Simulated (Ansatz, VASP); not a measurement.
## Two plane-wave programs on ZnS

File POSCAR:

```
ZnS
1.0
    3.8109987816      0.0142912454      0.0000000000
   -1.8931228092      3.2932761359      0.0000000000
    0.0000000000      0.0000000000      6.2340000000
Zn S
2 2
Direct
    0.3333333333      0.6666666667      0.0000000000
    0.6666666667      0.3333333333      0.5000000000
    0.3333333333      0.6666666667      0.3850000000
    0.6666666667      0.3333333333      0.8850000000
```

The input INCAR.step1:

```
SYSTEM = ZnS
  ALGO = Normal
  EDIFF = 1E-4
  ENCUT = 520
  GGA = PE
  ISMEAR = 0
  LASPH = .True.
  LCHARG = .False.
  LREAL = .False.
  LWAVE = .True.
  NBANDS = 26
  NELM = 100
  PREC = Accurate
  SIGMA = 0.05
```

File INCAR.step2:

```
SYSTEM = ZnS
  ALGO = Normal
  EDIFF = 1E-6
  ENCUT = 520
  ISIF = 2
  ISMEAR = 0
  ISTART = 1
  LASPH = .True.
  LCHARG = .False.
  LMIXTAU = .True.
  LREAL = .False.
  LWAVE = .False.
  METAGGA = R2SCAN
  NBANDS = 26
  NELM = 100
  PREC = Accurate
  SIGMA = 0.05
```

File KPOINTS:

```
k-points
0
Gamma
  6 6 4
  0 0 0
```

Input for Ansatz:

```yaml
crystal:
  lattice:
    - [3.8109987816, 0.0142912454, 0.0]
    - [-1.8931228092, 3.2932761359, 0.0]
    - [0.0, 0.0, 6.234]
  atoms:
    - { symbol: Zn, position: [0.3333333333, 0.6666666667, 0.0] }
    - { symbol: Zn, position: [0.6666666667, 0.3333333333, 0.5] }
    - { symbol: S, position: [0.3333333333, 0.6666666667, 0.385] }
    - { symbol: S, position: [0.6666666667, 0.3333333333, 0.885] }
basis:
  ecutwfc: 500
kpoints:
  mp_grid: { grid: [6, 6, 4] }
hamiltonian:
  xc: r2scan
scf:
  occupations: { method: gaussian, width: 0.05 }
output:
  forces: true
  stress: true
  eigenvalues: true
```

Change from the starting cell: strain +0.0075 x Voigt [0, 0, 0, 0, 0, 1], atoms carried along.

Alike in both runs: task single point; functional r2SCAN; k mesh 6 × 6 × 4; occupations gaussian, width 0.05 eV; no spin polarisation.

```csv
,VASP,Ansatz
version,VASP 6.6.1,Ansatz 0.2.0
potentials or method,"VASP PAW PBE potentials, release 64 (Zn, S), cutoff 520 eV","scalar-relativistic, plane waves, PAW"
valence electrons in the cell,36,36
```

```csv
,VASP,Ansatz,Ansatz less VASP
gap on the k mesh at the Fermi level (eV),2.82,2.81,-0.010
least direct gap on the mesh (eV),2.82,2.81,-0.010
pressure (GPa),0.2,0.1,-0.08
"traceless stress, the component that is largest in VASP (GPa)",-1.30,-1.29,+0.010
rms of the force components (eV/Å),0.186,0.186,-0.0006
```

VASP's potentials were made for PBE, not for r2SCAN. Atom by atom the forces differ by 0.002 eV/Å (rms over components).
